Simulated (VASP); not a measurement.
NaCl, 2 atoms in the cell. Symmetry: Fm-3m, No. 225, cubic system. The conventional cell has a = 5.588 Å, b = 5.588 Å, c = 5.588 Å, α = 90.00°, β = 90.00°, γ = 90.00°. Cl (site symmetry m-3m) has 6 Na at 2.79 Å within 3.7 Å. Na (site symmetry m-3m) has 6 Cl at 2.79 Å within 3.7 Å. 

| Property | Result |
| --- | --- |
| Program | VASP 6.6.1 |
| Task | single point |
| Functional | PBEsol |
| Potentials or basis | VASP PAW PBE potentials, release 64 (Cl, Na_pv) |
| Cutoff | 520 eV |
| k mesh | 8 × 8 × 8 |
| Occupations | fermi-dirac, width 0.05 eV |
| Spin | no spin polarisation |
| Dipole correction | no |
| Further INCAR settings | ALGO = Normal; EDIFF = 1e-07; NBANDS = 14 |

Potentials or basis: VASP PAW PBE potentials, release 64 (Cl, Na_pv).

Command:

```console
$ cat potpaw_PBE.64/Cl/POTCAR potpaw_PBE.64/Na_pv/POTCAR > POTCAR
$ mpirun -np 1 vasp_std > vasp.out
```

Hardware: 1 thread of Intel(R) Xeon(R) Platinum 8259CL CPU @ 2.50GHz (Skylake/Cascade Lake), on a shared host.

How long does it take, and how much memory?

Wall time 18 s on 1 thread of Intel(R) Xeon(R) Platinum 8259CL CPU @ 2.50GHz (Skylake/Cascade Lake) (shared host), peak memory 0.16 GiB. Counts: scf iterations 14, k points 29.
